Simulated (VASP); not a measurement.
Write the native input for VASP 6.6.1 that does the following.

```yaml
Task: single point
Functional: PBE
Potentials_or_basis: VASP PAW PBE potentials, release 64 (Se, Te, Ba_sv)
Cutoff: 520 eV
k_mesh: 6 × 6 × 6
Occupations: gaussian, width 0.01 eV
Spin: no spin polarisation
Dipole_correction: no
Further_INCAR_settings: ALGO = Normal; EDIFF = 1e-06; NBANDS = 24
```

The structure of Ba2TeSe lies in POSCAR:

```
Ba2TeSe
1.0
    2.4694192131      1.4257198474      8.0962159359
   -2.4694192131      1.4257198474      8.0962159359
    0.0000000000     -2.8514396948      8.0962159359
Se Te Ba
1 1 2
Direct
    1.0000000000      0.0000000000      0.0000000000
    0.5000000000      0.5000000000      0.5000000000
    0.2548020654      0.2548020654      0.2548020654
    0.7451979346      0.7451979346      0.7451979346
```

These files were run (other wordings do the same):

INCAR

```
  PREC = Accurate
  ENCUT = 520
  EDIFF = 1E-6
  ISMEAR = 0
  SIGMA = 0.01
  LREAL = F
  LASPH = T
  NELM = 100
  ALGO = Normal
  ISIF = 2
  LWAVE = F
  LCHARG = F
  GGA = PE
  NBANDS = 24
```

KPOINTS

```
regular mesh
0
Gamma
  6 6 6
```

Potentials or basis: VASP PAW PBE potentials, release 64 (Se, Te, Ba_sv).

Launch:

```console
$ cat potpaw_PBE.64/Se/POTCAR potpaw_PBE.64/Te/POTCAR potpaw_PBE.64/Ba_sv/POTCAR > POTCAR
$ mpirun -np 1 vasp_std > vasp.out
```

Results of the run:

```
Pressure               : -1.3 GPa
Largest force          : 0.029 eV/Å
Band gap on the k mesh : 1.73 eV (least direct gap 2.07 eV)
```

Caveat: spin-orbit coupling is left out, which moves the levels of the heavy elements.

Wall time 5.1 min on 1 thread of Intel(R) Xeon(R) Platinum 8488C (Sapphire Rapids), with other jobs on the host, peak memory 0.61 GiB.
